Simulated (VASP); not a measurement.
# Rh (Fm-3m) in VASP: further runs

Rh is run at these levels: PBE; tasks: single point, relaxation of cell and atoms.

Program: VASP 6.6.1. These are calculated values, not measurements. Logs are shortened: lines on timing, memory, paths and dates and some standing lists are left out, and cuts for length are marked.

### Step 1. The cell of the first run

Symmetry: Fm-3m, No. 225, cubic system. Conventional cell: a = 3.830 Å, b = 3.830 Å, c = 3.830 Å, α = 90.00°, β = 90.00°, γ = 90.00°. Rh (site symmetry m-3m) has 12 Rh at 2.71 Å within 3.6 Å.

### Step 2. Single point, PBE

INCAR

```
PREC = Accurate
ENCUT = 520
EDIFF = 1E-6
ISMEAR = -1
SIGMA = 0.05
LREAL = False
LASPH = True
NELM = 100
ALGO = Normal
ISIF = 2
LWAVE = False
LCHARG = False
GGA = PE
NBANDS = 14
```

KPOINTS

```
regular mesh
0
Gamma
  19 19 19
```

POSCAR

```
Rh
1.0
    0.0000000000      1.9152057761      1.9152057761
    1.9152057761      0.0000000000      1.9152057761
    1.9152057761      1.9152057761      0.0000000000
Rh
1
Direct
    0.0000000000      0.0000000000      0.0000000000
```

Potentials or basis: VASP PAW PBE potentials, release 64 (Rh_pv).

Command:

```sh
$ cat potpaw_PBE.64/Rh_pv/POTCAR > POTCAR
$ mpirun -np 1 vasp_std > vasp.out
```

OUTCAR:

```text
PREC = Accurate
   ENCUT = 520
   EDIFF = 1E-6
   ISMEAR = -1
   LREAL = False
   LASPH = True
   NELM = 100
   ISIF = 2
   GGA = PE

 ion  position               nearest neighbor table
   1  0.000  0.000  0.000-

  LATTYP: Found a face centered cubic cell.
 ALAT       =     3.8304115522

  Lattice vectors:

 A1 = (   0.0000000000,   1.9152057761,   1.9152057761)
 A2 = (   1.9152057761,   0.0000000000,   1.9152057761)
 A3 = (   1.9152057761,   1.9152057761,   0.0000000000)

Analysis of symmetry for initial positions (statically):
=====================================================================
 Subroutine PRICEL returns:
 Original cell was already a primitive cell.

 Routine SETGRP: Setting up the symmetry group for a
 face centered cubic supercell.

 Subroutine GETGRP returns: Found 48 space group operations
 (whereof 48 operations were pure point group operations)
 out of a pool of 48 trial point group operations.

The static configuration has the point symmetry O_h .

Analysis of symmetry for dynamics (positions and initial velocities):
=====================================================================
 Subroutine PRICEL returns:
 Original cell was already a primitive cell.

 Routine SETGRP: Setting up the symmetry group for a
 face centered cubic supercell.

 Subroutine GETGRP returns: Found 48 space group operations
 (whereof 48 operations were pure point group operations)
 out of a pool of 48 trial point group operations.

The dynamic configuration has the point symmetry O_h .

 Subroutine INISYM returns: Found 48 space group operations
 (whereof 48 operations are pure point group operations),
 and found     1 'primitive' translations

----------------------------------------------------------------------------------------

                                     Primitive cell

  volume of cell :      14.0500

  direct lattice vectors                    reciprocal lattice vectors
     0.000000000  1.915205776  1.915205776    -0.261068553  0.261068553  0.261068553
     1.915205776  0.000000000  1.915205776     0.261068553 -0.261068553  0.261068553
     1.915205776  1.915205776  0.000000000     0.261068553  0.261068553 -0.261068553

  length of vectors
     2.708509983  2.708509983  2.708509983     0.452183997  0.452183997  0.452183997

  position of ions in fractional coordinates (direct lattice)
     0.000000000  0.000000000  0.000000000

  ion indices of the primitive-cell ions
   primitive index   ion index
                 1           1

[... 78 lines left out ...]
   ISYM   =      2    0-nonsym 1-usesym 2-fastsym
   POTIM  = 0.5000    time-step for ionic-motion
   TEBEG  =    0.0;   TEEND  =   0.0 temperature during run
   PSTRESS=    0.0 pullay stress
   NELECT =      15.0000    total number of electrons
   NUPDOWN=      -1.0000    fix difference up-down
   EMIN   =  10.00;   EMAX   =-10.00  energy-range for DOS
   EFERMI =   0.00;   METHOD = LEGACY
   ISMEAR =    -1;   SIGMA  =   0.05  broadening in eV -4-tet -1-fermi 0-gaus
   EFERMI_NEDOS =   21; number of points for ismear=-14 and -15
   IALGO  =     38    algorithm
   IMIX   =      4    mixing-type and parameters
     AMIX     =   0.40;   BMIX     =  1.00
     AMIX_MAG =   1.60;   BMIX_MAG =  1.00
  volume/ion in A,a.u.               =      14.05        94.81
  Fermi-wavevector in a.u.,A,eV,Ry     =   1.673195  3.161879 38.090604  2.799580
  Thomas-Fermi vector in A             =   2.758209
   LORBIT       =      0    0 simple, 1 ext, 2 COOP (PROOUT), +10 PAW based schemes
   GGA     = PE    functional components
   LHFCALC =     F    Hartree Fock is set to
   AEXX    =    0.0000 exact exchange contribution
   IVDW    =     0    specifies the selected vdW correction
   LEPSILON=     F    determine dielectric tensor
   LRPA    =     F    only Hartree local field effects (RPA)
 non-spin polarized calculation
  energy-cutoff  :      520.00
  volume of cell :       14.05
 maximum number of plane-waves:       388
   NGX =  9   NGY =  9   NGZ =  9

 number of electron      15.0000003 magnetization

 Free energy of the ion-electron system (eV)
  ---------------------------------------------------
  ext. energy  EPLUGINS =         0.00000000
  ---------------------------------------------------
  free energy    TOTEN  =        -7.26423144 eV

  energy without entropy =       -7.25249632  energy(sigma->0) =       -7.25836388

 E-fermi :  11.4989     XC(G=0): -13.8925

 val. band max:       11.4934845672   @ k =   0.3158   0.2105   0.0526
 cond. band min:      11.5003444590   @ k =   0.3158   0.2632   0.0000
 fundamental gap:      0.0068598918
 Fermi energy:        11.4989309886

 k-point     1 :       0.0000    0.0000    0.0000
  band No.  band energies     occupation
      1     -34.8341      2.00000
      2     -34.8341      2.00000
      3     -34.8341      2.00000
      4       3.7105      2.00000
      5       8.5333      2.00000
      6       8.5333      2.00000
      7       8.5333      2.00000
      8      10.5481      2.00000
      9      10.5481      2.00000
     10      27.5193      0.00000
     11      32.1025      0.00000
     12      32.8574      0.00000
     13      32.8575      0.00000
     14      32.8575      0.00000
[... 377 lines left out ...]
      1     -35.2438      2.00000
      2     -34.9117      2.00000
      3     -34.8838      2.00000
      4       5.7333      2.00000
      5       8.5355      2.00000
      6       8.8578      2.00000
      7       8.8918      2.00000
      8      10.6258      2.00000
      9      11.2973      1.96519
     10      25.5345      0.00000
     11      28.8453      0.00000
     12      32.1017      0.00000
     13      34.1384      0.00000
     14      36.2320      0.00000

 [... further k-points ...]

------------------------ aborting loop because EDIFF is reached ----------------------------------------

  FORCE on cell =-STRESS in cart. coord.  units (eV):
  Direction    XX          YY          ZZ          XY          YZ          ZX
  --------------------------------------------------------------------------------------
  -------------------------------------------------------------------------------------
  Total       -0.0009602     -0.0009602     -0.0009602      0.0000000      0.0000000     -0.0000000
  in kB       -0.1094957     -0.1094957     -0.1094957      0.0000000      0.0000000     -0.0000000
  external PRESSURE =      -0.1094957 kB  Pullay stress =       0.0000000 kB

 VOLUME and BASIS-vectors are now :
 -----------------------------------------------------------------------------
  energy-cutoff  :      520.00
  volume of cell :       14.05
      direct lattice vectors                 reciprocal lattice vectors
     0.000000000  1.915205776  1.915205776    -0.261068553  0.261068553  0.261068553
     1.915205776  0.000000000  1.915205776     0.261068553 -0.261068553  0.261068553
     1.915205776  1.915205776  0.000000000     0.261068553  0.261068553 -0.261068553

 POSITION                                       TOTAL-FORCE (eV/Angst)
 -----------------------------------------------------------------------------------
      0.00000      0.00000      0.00000         0.000000      0.000000     -0.000000
 -----------------------------------------------------------------------------------
    total drift:                                0.000000     -0.000000      0.000000

  FREE ENERGIE OF THE ION-ELECTRON SYSTEM (eV)
  ---------------------------------------------------
  free  energy   TOTEN  =        -7.2642314427 eV

  energy  without entropy=       -7.2524963205  energy(sigma->0) =       -7.25836388
```

OSZICAR:

```text
N       E                     dE             d eps       ncg     rms          rms(c)
DAV:   1     0.121324763787E+03    0.12132E+03   -0.88076E+03  6166   0.115E+03
DAV:   2    -0.616589770773E+01   -0.12749E+03   -0.12187E+03  6742   0.341E+02
DAV:   3    -0.775952354299E+01   -0.15936E+01   -0.15908E+01  7570   0.419E+01
DAV:   4    -0.776545849332E+01   -0.59350E-02   -0.59348E-02  6946   0.263E+00
DAV:   5    -0.776551132558E+01   -0.52832E-04   -0.52832E-04  7432   0.219E-01    0.961E+00
DAV:   6    -0.728223039440E+01    0.48328E+00   -0.83579E-01  6562   0.125E+01    0.329E+00
DAV:   7    -0.726756255576E+01    0.14668E-01   -0.17916E-02  7132   0.153E+00    0.158E+00
DAV:   8    -0.726434936061E+01    0.32132E-02   -0.32010E-03  6610   0.757E-01    0.174E-01
DAV:   9    -0.726422988124E+01    0.11948E-03   -0.93066E-05  6640   0.133E-01    0.111E-02
DAV:  10    -0.726423122633E+01   -0.13451E-05   -0.32129E-06  6988   0.219E-02    0.283E-03
DAV:  11    -0.726423144274E+01   -0.21641E-06   -0.25095E-07  3326   0.696E-03
   1 F= -.72642314E+01 E0= -.72583639E+01  d E =-.117351E-01
```

stdout:

```text
POSCAR found type information on POSCAR Rh
 POSCAR found :  1 types and       1 ions
 scaLAPACK will be used
 LDA part: xc-table for (Slater+PW92), standard interpolation
 POSCAR, INCAR and KPOINTS ok, starting setup
 FFT: planning ... GRIDC
 FFT: planning ... GRID_SOFT
 FFT: planning ... GRID
 WAVECAR not read
 entering main loop
```

Wall time 14 s (1 thread of Intel Xeon 6975P-C (Granite Rapids), shared host); peak memory 0.15 GiB.

Results:

- Free energy: -7.2642 eV
- Pressure: 0.0 GPa
- Band gap on the k mesh: zero (an odd number of electrons rules out a gap without spin polarisation)

### Step 3. Single point, PBE

This run uses another cell than the first one: it holds 2 atoms, not 1.

INCAR

```
PREC     = Accurate       # precision mode
ENCUT    = 520            # plane-wave cutoff, eV
EDIFF    = 1E-7           # SCF threshold, eV
ISMEAR   = -1             # smearing method
SIGMA    = 0.05           # smearing width, eV
LREAL    = False          # projectors in reciprocal space
LASPH    = True           # aspherical terms in the spheres
NELM     = 60             # most SCF steps
ALGO     = Normal         # electronic algorithm
ISIF     = 2              # what is computed and relaxed
LWAVE    = False          # write WAVECAR
LCHARG   = False          # write CHGCAR
GGA      = PE             # functional
NBANDS   = 22             # bands
```

KPOINTS

```
Automatic mesh
0
Gamma
  13 13 10
```

POSCAR

```
Rh
1.0
    1.9152057761      1.9152057761      0.0000000000
   -1.9152057761      1.9152057761      0.0000000000
    0.0000000000      0.0000000000      3.8304115522
Rh
2
Direct
    0.0000000000      0.0000000000      0.0000000000
    0.5000000000      0.5000000000      0.5000000000
```

Potentials or basis: VASP PAW PBE potentials, release 64 (Rh_pv).

Command:

```sh
$ cat potpaw_PBE.64/Rh_pv/POTCAR > POTCAR
$ mpirun -np 1 vasp_std > vasp.out
```

Wall time 30 s (1 thread of Intel Xeon 6975P-C (Granite Rapids), shared host); peak memory 0.19 GiB.

Results (log left out):

```yaml
Free_energy: -14.5291 eV
Pressure: 0.0 GPa
Band_gap_on_the_k_mesh: zero (bands 15 and 16 overlap by 2.27 eV)
```

Levels at points of the mesh, in eV from the Fermi level:
```tsv
k point	band 11	band 12	band 13	band 14	band 15	band 16	band 17	band 18	band 19	band 20
(0.00, 0.00, 0.00)	-2.97	-2.97	-0.96	-0.95	0.52	0.96	0.96	3.24	12.01	13.20
(0.00, 0.00, 0.50)	-1.85	-1.85	-1.40	-1.40	-1.40	-1.40	-0.26	-0.26	18.24	18.24
```

### Step 4. Single point, PBE

This run uses another cell than the first one: it holds 2 atoms, not 1.

INCAR

```
SYSTEM = Rh
PREC     = Accurate       ! precision mode
ENCUT    = 520            ! plane-wave cutoff, eV
EDIFF    = 1E-6           ! SCF threshold, eV
ISMEAR   = -1             ! smearing method
SIGMA    = 0.05           ! smearing width, eV
LREAL    = .FALSE.        ! projectors in reciprocal space
LASPH    = .TRUE.         ! aspherical terms in the spheres
NELM     = 60             ! most SCF steps
ALGO     = Normal         ! electronic algorithm
ISIF     = 2              ! what is computed and relaxed
LWAVE    = .FALSE.        ! write WAVECAR
LCHARG   = .FALSE.        ! write CHGCAR
GGA      = PE             ! functional
NBANDS   = 22             ! bands
```

KPOINTS

```
Automatic mesh
0
G
  13 13 10
  0 0 0
```

POSCAR is that of step 3.

Command:

```sh
$ cat potpaw_PBE.64/Rh_pv/POTCAR > POTCAR
$ mpirun -np 1 vasp_std > vasp.out
```

It took 26 s on 1 thread of Intel Xeon 6975P-C (Granite Rapids), shared host; peak memory 0.19 GiB.

It converged, with:

* Free energy: -14.5291 eV
* Pressure: 0.0 GPa
* Band gap on the k mesh: zero (bands 15 and 16 overlap by 2.27 eV)

Levels at points of the mesh, in eV from the Fermi level:
```
           k point  band 11  band 12  band 13  band 14  band 15  band 16  band 17  band 18  band 19  band 20
(0.00, 0.00, 0.00)    -2.97    -2.97    -0.96    -0.95     0.52     0.96     0.96     3.24    12.01    13.20
(0.00, 0.00, 0.50)    -1.85    -1.85    -1.40    -1.40    -1.40    -1.40    -0.26    -0.26    18.24    18.24
```

### Step 5. Relaxation of cell and atoms, PBE

INCAR

```
PREC = Accurate
ENCUT = 600
EDIFF = 1E-7
ISMEAR = -1
SIGMA = 0.05
LREAL = F
LASPH = T
NELM = 100
ALGO = Normal
ISIF = 3
LWAVE = F
LCHARG = F
GGA = PE
IBRION = 2
NSW = 60
EDIFFG = -0.005
```

KPOINTS

```
regular mesh
0
Gamma
  19 19 19
```

POSCAR

```
Rh
1.0
    0.0000000000      1.9152057761      1.9152057761
    1.9152057761      0.0000000000      1.9152057761
    1.9152057761      1.9152057761      0.0000000000
Rh
1
Direct
    0.0000000000      0.0000000000      0.0000000000
```

Potentials or basis: VASP PAW PBE potentials, release 64 (Rh_pv).

Command:

```sh
$ cat potpaw_PBE.64/Rh_pv/POTCAR > POTCAR
$ mpirun -np 1 vasp_std > vasp.out
```

OUTCAR:

```text
PREC = Accurate
   ENCUT = 600
   EDIFF = 1E-7
   ISMEAR = -1
   LREAL = F
   LASPH = T
   NELM = 100
   ISIF = 3
   GGA = PE
   IBRION = 2
   NSW = 60
   EDIFFG = -0.005

 ion  position               nearest neighbor table
   1  0.000  0.000  0.000-

  LATTYP: Found a face centered cubic cell.
 ALAT       =     3.8304115522

  Lattice vectors:

 A1 = (   0.0000000000,   1.9152057761,   1.9152057761)
 A2 = (   1.9152057761,   0.0000000000,   1.9152057761)
 A3 = (   1.9152057761,   1.9152057761,   0.0000000000)

Analysis of symmetry for initial positions (statically):
=====================================================================
 Subroutine PRICEL returns:
 Original cell was already a primitive cell.

 Routine SETGRP: Setting up the symmetry group for a
 face centered cubic supercell.

[... 256 lines left out ...]
      3     -34.8250      2.00000
      4       3.7169      2.00000
      5       8.5408      2.00000
      6       8.5408      2.00000
      7       8.5408      2.00000
      8      10.5575      2.00000
      9      10.5575      2.00000
     10      27.5297      0.00000
     11      32.1119      0.00000
[... 309 lines left out ...]
 k-point    24 :      -0.2632    0.0526    0.0000
  band No.  band energies     occupation
      1     -35.2355      2.00000
      2     -34.9028      2.00000
      3     -34.8749      2.00000
      4       5.7400      2.00000
      5       8.5434      2.00000
      6       8.8656      2.00000
      7       8.8996      2.00000
      8      10.6353      2.00000
      9      11.3074      1.96533
     10      25.5501      0.00000
     11      28.8581      0.00000

 [... further k-points ...]

------------------------ aborting loop because EDIFF is reached ----------------------------------------

  FORCE on cell =-STRESS in cart. coord.  units (eV):
  Direction    XX          YY          ZZ          XY          YZ          ZX
  --------------------------------------------------------------------------------------
  -------------------------------------------------------------------------------------
  Total        0.0008702      0.0008702      0.0008702     -0.0000000      0.0000000      0.0000000
  in kB        0.0992936      0.0992936      0.0992936     -0.0000000      0.0000000      0.0000000
  external PRESSURE =       0.0992936 kB  Pullay stress =       0.0000000 kB
[... 16 lines left out ...]
  FREE ENERGIE OF THE ION-ELECTRON SYSTEM (eV)
  ---------------------------------------------------
  free  energy   TOTEN  =        -7.2644315110 eV

  energy  without entropy=       -7.2527079792  energy(sigma->0) =       -7.25856975

 reached required accuracy - stopping structural energy minimisation
```

Wall time 26 s (1 thread of Intel Xeon 6975P-C (Granite Rapids), shared host); peak memory 0.17 GiB.

What came out:

- Free energy: -7.2644 eV
- Relaxed volume: 14.04 Å³/atom
- Relaxed cell: a = 2.708 Å, b = 2.708 Å, c = 2.708 Å, α = 60.00°, β = 60.00°, γ = 60.00°
- Space group after relaxing (to 0.1 Å): Fm-3m (No. 225)
- Energy gained by relaxing: 0.0 meV/atom
- Ionic steps: 3
- Pressure after relaxing: 0.0 GPa
- Band gap on the k mesh: zero (an odd number of electrons rules out a gap without spin polarisation)

Final structure:
```xyz
1
Lattice="0.0000 1.9148 1.9148 1.9148 0.0000 1.9148 1.9148 1.9148 0.0000" Properties=species:S:1:pos:R:3 pbc="T T T"
Rh    0.0000    0.0000    0.0000
```

### Step 6. Overview

```tsv
task	cell	k mesh	cutoff (eV)	gap on the mesh (eV)	pressure (GPa)
single point	a = 2.709 Å, angles 60.0°, 1 atom, atomic positions A	19 × 19 × 19	520	none	0.0
single point	a = 2.709, b = 2.709, c = 3.830 Å, 2 atoms, atomic positions B	13 × 13 × 10	520	none	0.0
relaxation of cell and atoms	relaxed from a = 2.709 Å, angles 60.0°, 1 atom, atomic positions A	19 × 19 × 19	600	none	0.0
```

Alike in all rows: level PBE; potentials or basis VASP PAW PBE potentials, release 64 (Rh_pv); no spin polarisation; smearing fermi-dirac 0.05 eV.

Total energies depend on the potentials used, so only differences within one code and one set of settings carry meaning.
